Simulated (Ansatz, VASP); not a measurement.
Fe in VASP and in Ansatz

The input INCAR:

```
  ALGO = Normal
  DIPOL = 0.5 0.5 0.500
  EDIFF = 1E-7
  ENCUT = 520
  GGA = PS
  IDIPOL = 3
  ISIF = 2
  ISMEAR = 0
  ISPIN = 2
  LASPH = T
  LCHARG = T
  LDIPOL = T
  LELF = T
  LMAXMIX = 4
  LORBIT = 11
  LREAL = F
  LVACPOTAV = T
  LVHAR = T
  LWAVE = F
  MAGMOM = 0.23 0.23 0.23 0.23 0.23 0.23
  NBANDS = 37
  NELM = 150
  PREC = Accurate
  SIGMA = 0.1
```

Contents of KPOINTS:

```
k-points
0
Gamma
  15 15 1
```

Contents of POSCAR:

```
Fe
1.0
    2.4085592353      0.0000000000      0.0000000000
   -1.2042796177      2.0858734843      0.0000000000
    0.0000000000      0.0000000000     24.8329019031
Fe
6
Direct
    0.6666666667      0.3333333333      0.3020186698
    0.3333333333      0.6666666667      0.3812112019
    0.0000000000      0.0000000000      0.4604037340
    0.6666666667      0.3333333333      0.5395962660
    0.3333333333      0.6666666667      0.6187887981
    0.0000000000      0.0000000000      0.6979813302
```

Input for Ansatz:

```yaml
crystal:
  lattice:
    - [2.4085592353, 0.0, 0.0]
    - [-1.2042796177, 2.0858734843, 0.0]
    - [0.0, 0.0, 24.8329019031]
  atoms:
    - { symbol: Fe, position: [0.6666666667, 0.3333333333, 0.3020186698], spin: 0.23 }
    - { symbol: Fe, position: [0.3333333333, 0.6666666667, 0.3812112019], spin: 0.23 }
    - { symbol: Fe, position: [0.0, 0.0, 0.460403734], spin: 0.23 }
    - { symbol: Fe, position: [0.6666666667, 0.3333333333, 0.539596266], spin: 0.23 }
    - { symbol: Fe, position: [0.3333333333, 0.6666666667, 0.6187887981], spin: 0.23 }
    - { symbol: Fe, position: [0.0, 0.0, 0.6979813302], spin: 0.23 }
basis:
  ecutwfc: 420
kpoints:
  mp_grid: { grid: [15, 15, 1] }
hamiltonian:
  xc: pbesol
scf:
  occupations: { method: gaussian, width: 0.1 }
output:
  forces: true
  stress: true
  eigenvalues: true
  populations: true
magnetization:
  spin_polarized: true
efield:
  axis: 3
  dipole_correction: true
```

Alike in both runs: task single point; functional PBEsol; k mesh 15 × 15 × 1; occupations gaussian, width 0.1 eV; collinear spin.

```csv
,VASP,Ansatz
version,VASP 6.6.1,Ansatz 0.2.0
potentials or method,"VASP PAW PBE potentials, release 64 (Fe), cutoff 520 eV","scalar-relativistic, plane waves, PAW"
valence electrons in the cell,48,96
```

VASP gave:

| Item | Value |
| --- | --- |
| gap on the k mesh at the Fermi level (eV) | none |
| rms of the force components (eV/Å) | 0.295 |
| net moment per atom (μB) | 0.00 |
| size of the moment on the site where the two differ most (μB) | 0.00 |
| work function, face that differs most (eV) | 5.33 |

Task: Estimate Ansatz's values.

Result: gap on the k mesh at the Fermi level (eV): none; rms of the force components (eV/Å): 0.039; net moment per atom (μB): 0.25; size of the moment on the site where the two differ most (μB): 1.46; work function, face that differs most (eV): 5.32.

The net moments are unlike, so the other rows may belong to different states. VASP's potentials were made for PBE, not for PBEsol. Site moments also hang on the region over which each program counts them. Atom by atom the forces differ by 0.268 eV/Å (rms over components). A gap of «none» marks a metal or a gap that the smearing closes. VASP's potentials hold 48 valence electrons a cell and Ansatz's 96, so a difference there can come from the potentials and not from the codes. Ansatz's warnings: seeded moment not kept.
